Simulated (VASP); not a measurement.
# V2O5 (Pmmn) in VASP: single point with LDA

Aim: the single point of V2O5 with LDA.

All numbers are computed with VASP 6.6.1; they aren't measurements. Logs are shortened: lines on timing, memory, paths and dates and some standing lists are left out, and cuts for length are marked.

### Step 1. The cell of the first run

It takes space group Pmmn (No. 59, orthorhombic). The conventional cell has a = 3.519 Å, b = 11.599 Å, c = 3.986 Å, α = 90.00°, β = 90.00°, γ = 90.00°. Within 2.1 Å of V (site symmetry m) lie 5 O at 1.58 to 2.02 Å. Within 2.1 Å of O (site symmetry m) lie 1 V at 1.58 Å. O (site symmetry m) has 3 V at 1.85 to 2.02 Å and 2 O at 2.36 Å within 2.5 Å. Within 2.3 Å of O (site symmetry mm2) lie 2 V at 1.76 Å.

### Step 2. Single point, LDA

File INCAR:

```
SYSTEM = V2O5
PREC = Accurate
ENCUT = 520
EDIFF = 1E-6
ISMEAR = 0
SIGMA = 0.01
LREAL = .FALSE.
LASPH = .TRUE.
NELM = 100
ALGO = Normal
ISIF = 2
LWAVE = .FALSE.
LCHARG = .FALSE.
NBANDS = 69
```

File KPOINTS:

```
Automatic mesh
0
G
  8 3 6
  0 0 0
```

File POSCAR:

```
V2O5
1.0
    3.5189330157      0.0000000000      0.0000000000
    0.0000000000     11.5987634136      0.0000000000
    0.0000000000      0.0000000000      3.9858078437
V O
4 10
Direct
    0.0000000000      0.8519188957      0.1051711323
    0.0000000000      0.1480811043      0.1051711323
    0.5000000000      0.3519188957      0.8948288677
    0.5000000000      0.6480811043      0.8948288677
    0.0000000000      0.8515081237      0.5023850662
    0.0000000000      0.1484918763      0.5023850662
    0.5000000000      0.3515081237      0.4976149338
    0.5000000000      0.6484918763      0.4976149338
    0.0000000000      0.6819779482      0.9958898040
    0.0000000000      0.3180220518      0.9958898040
    0.5000000000      0.1819779482      0.0041101960
    0.5000000000      0.8180220518      0.0041101960
    0.0000000000      0.0000000000      1.0113165713
    0.5000000000      0.5000000000     -0.0113165713
```

Potentials or basis: VASP PAW LDA potentials, release 64 (V_sv, O).

Run with:

```bash
cat potpaw_LDA.64/V_sv/POTCAR potpaw_LDA.64/O/POTCAR > POTCAR
mpirun -np 1 vasp_std > vasp.out
```

OUTCAR:

```text
SYSTEM = V2O5
   PREC = Accurate
   ENCUT = 520
   EDIFF = 1E-6
   ISMEAR = 0
   LREAL = .FALSE.
   LASPH = .TRUE.
   NELM = 100
   ISIF = 2

 ion  position               nearest neighbor table
   1  0.000  0.852  0.105-   5 1.58  13 1.76  12 1.85  12 1.85   9 2.02   5 2.40
   2  0.000  0.148  0.105-   6 1.58  13 1.76  11 1.85  11 1.85  10 2.02   6 2.40
   3  0.500  0.352  0.895-   7 1.58  14 1.76  10 1.85  10 1.85  11 2.02   7 2.40
   4  0.500  0.648  0.895-   8 1.58  14 1.76   9 1.85   9 1.85  12 2.02   8 2.40
   5  0.000  0.852  0.502-   1 1.58   1 2.40
   6  0.000  0.148  0.502-   2 1.58   2 2.40
   7  0.500  0.352  0.498-   3 1.58   3 2.40
   8  0.500  0.648  0.498-   4 1.58   4 2.40
   9  0.000  0.682  0.996-   4 1.85   4 1.85   1 2.02
  10  0.000  0.318  0.996-   3 1.85   3 1.85   2 2.02
  11  0.500  0.182  0.004-   2 1.85   2 1.85   3 2.02
  12  0.500  0.818  0.004-   1 1.85   1 1.85   4 2.02
  13  0.000  0.000  0.011-   1 1.76   2 1.76
  14  0.500  0.500  0.989-   3 1.76   4 1.76

  LATTYP: Found a simple orthorhombic cell.
 ALAT       =     3.5189330157
 B/A-ratio  =     1.1326751109
 C/A-ratio  =     3.2961023588

  Lattice vectors:

 A1 = (  -3.5189330157,   0.0000000000,   0.0000000000)
 A2 = (   0.0000000000,   0.0000000000,   3.9858078437)
 A3 = (   0.0000000000,  11.5987634136,   0.0000000000)

Analysis of symmetry for initial positions (statically):
=====================================================================
 Subroutine PRICEL returns:
 Original cell was already a primitive cell.

 Routine SETGRP: Setting up the symmetry group for a
 simple orthorhombic supercell.

 Subroutine GETGRP returns: Found  8 space group operations
 (whereof  4 operations were pure point group operations)
 out of a pool of  8 trial point group operations.

The static configuration has the point symmetry C_2v.
 The point group associated with its full space group is D_2h.

Analysis of symmetry for dynamics (positions and initial velocities):
=====================================================================
 Subroutine PRICEL returns:
 Original cell was already a primitive cell.

 Routine SETGRP: Setting up the symmetry group for a
 simple orthorhombic supercell.

 Subroutine GETGRP returns: Found  8 space group operations
 (whereof  4 operations were pure point group operations)
 out of a pool of  8 trial point group operations.

The dynamic configuration has the point symmetry C_2v.
[... 140 lines left out ...]
   EFERMI_NEDOS =   21; number of points for ismear=-14 and -15
   IALGO  =     38    algorithm
   IMIX   =      4    mixing-type and parameters
     AMIX     =   0.40;   BMIX     =  1.00
     AMIX_MAG =   1.60;   BMIX_MAG =  1.00
  volume/ion in A,a.u.               =      11.62        78.42
  Fermi-wavevector in a.u.,A,eV,Ry     =   1.445555  2.731702 28.431115  2.089628
  Thomas-Fermi vector in A             =   2.563723
   LORBIT       =      0    0 simple, 1 ext, 2 COOP (PROOUT), +10 PAW based schemes
   GGA     = CA    functional components
   LHFCALC =     F    Hartree Fock is set to
   AEXX    =    0.0000 exact exchange contribution
   IVDW    =     0    specifies the selected vdW correction
   LEPSILON=     F    determine dielectric tensor
   LRPA    =     F    only Hartree local field effects (RPA)
 non-spin polarized calculation
 Gauss-broadening in eV      SIGMA  =   0.01
  energy-cutoff  :      520.00
  volume of cell :      162.68
 maximum number of plane-waves:      4413
 NGX is ok and might be reduce to    28
   NGX = 13   NGY = 43   NGZ = 15

 number of electron     111.9999985 magnetization

 Free energy of the ion-electron system (eV)
  ---------------------------------------------------
  ext. energy  EPLUGINS =         0.00000000
  ---------------------------------------------------
  free energy    TOTEN  =      -128.51990417 eV

  energy without entropy =     -128.51990417  energy(sigma->0) =     -128.51990417

 E-fermi :   1.8497     XC(G=0): -10.9207

 val. band max:        1.7996321492   @ k =   0.5000   0.0000   0.5000
 cond. band min:       3.1463413405   @ k =   0.0000   0.0000   0.0000
 fundamental gap:      1.3467091913
 Fermi energy:         1.8497128878

 k-point     1 :       0.0000    0.0000    0.0000
  band No.  band energies     occupation
      1     -61.7924      2.00000
      2     -61.7903      2.00000
      3     -61.7769      2.00000
      4     -61.7749      2.00000
      5     -36.2530      2.00000
      6     -36.2501      2.00000
[... 1693 lines left out ...]
     67       5.5688      0.00000
     68       5.6572      0.00000

 [... further k-points ...]

 [bands above 68 left out]

------------------------ aborting loop because EDIFF is reached ----------------------------------------

  FORCE on cell =-STRESS in cart. coord.  units (eV):
  Direction    XX          YY          ZZ          XY          YZ          ZX
  --------------------------------------------------------------------------------------
  -------------------------------------------------------------------------------------
  Total        1.1602682      1.3015938      4.1595405      0.0000000      0.0000000      0.0000000
  in kB       11.4269393     12.8187889     40.9653710      0.0000000      0.0000000      0.0000000
  external PRESSURE =      21.7370331 kB  Pullay stress =       0.0000000 kB

 VOLUME and BASIS-vectors are now :
 -----------------------------------------------------------------------------
  energy-cutoff  :      520.00
  volume of cell :      162.68
      direct lattice vectors                 reciprocal lattice vectors
     3.518933016  0.000000000  0.000000000     0.284177049  0.000000000  0.000000000
     0.000000000 11.598763414  0.000000000     0.000000000  0.086216087  0.000000000
     0.000000000  0.000000000  3.985807844     0.000000000  0.000000000  0.250890168

 POSITION                                       TOTAL-FORCE (eV/Angst)
 -----------------------------------------------------------------------------------
      0.00000      9.88121      0.41919        -0.000000     -0.076950     -0.637539
      0.00000      1.71756      0.41919        -0.000000      0.076950     -0.637539
      1.75947      4.08182      3.56662        -0.000000     -0.076950      0.637539
      1.75947      7.51694      3.56662        -0.000000      0.076950      0.637539
      0.00000      9.87644      2.00241        -0.000000     -0.001676      0.698721
      0.00000      1.72232      2.00241        -0.000000      0.001676      0.698721
      1.75947      4.07706      1.98340         0.000000     -0.001676     -0.698721
      1.75947      7.52170      1.98340        -0.000000      0.001676     -0.698721
      0.00000      7.91010      3.96943        -0.000000     -0.004486      0.021823
      0.00000      3.68866      3.96943         0.000000      0.004486      0.021823
      1.75947      2.11072      0.01638        -0.000000     -0.004486     -0.021823
      1.75947      9.48804      0.01638        -0.000000      0.004486     -0.021823
      0.00000      0.00000      0.04511        -0.000000      0.000000     -0.046045
      1.75947      5.79938      3.94070        -0.000000      0.000000      0.046045
 -----------------------------------------------------------------------------------
    total drift:                                0.000000      0.000000      0.000000

  FREE ENERGIE OF THE ION-ELECTRON SYSTEM (eV)
  ---------------------------------------------------
  free  energy   TOTEN  =      -128.5199041680 eV

  energy  without entropy=     -128.5199041680  energy(sigma->0) =     -128.51990417
```

Run time: 9.1 min. Hardware: 1 thread of AMD EPYC 7R13 (Zen 3), shared host; peak memory 0.39 GiB.

Results:

* Free energy: -128.5199 eV
* Pressure: 2.2 GPa
* Largest force: 0.699 eV/Å
* Band gap on the k mesh: 1.35 eV (least direct gap 1.86 eV)

Forces in eV/Å, atoms in the order of the input:
```
V    0.000 -0.077 -0.638
V    0.000  0.077 -0.638
V    0.000 -0.077  0.638
V    0.000  0.077  0.638
O    0.000 -0.002  0.699
O    0.000  0.002  0.699
O    0.000 -0.002 -0.699
O    0.000  0.002 -0.699
O    0.000 -0.004  0.022
O    0.000  0.004  0.022
O    0.000 -0.004 -0.022
O    0.000  0.004 -0.022
O    0.000  0.000 -0.046
O    0.000  0.000  0.046
```
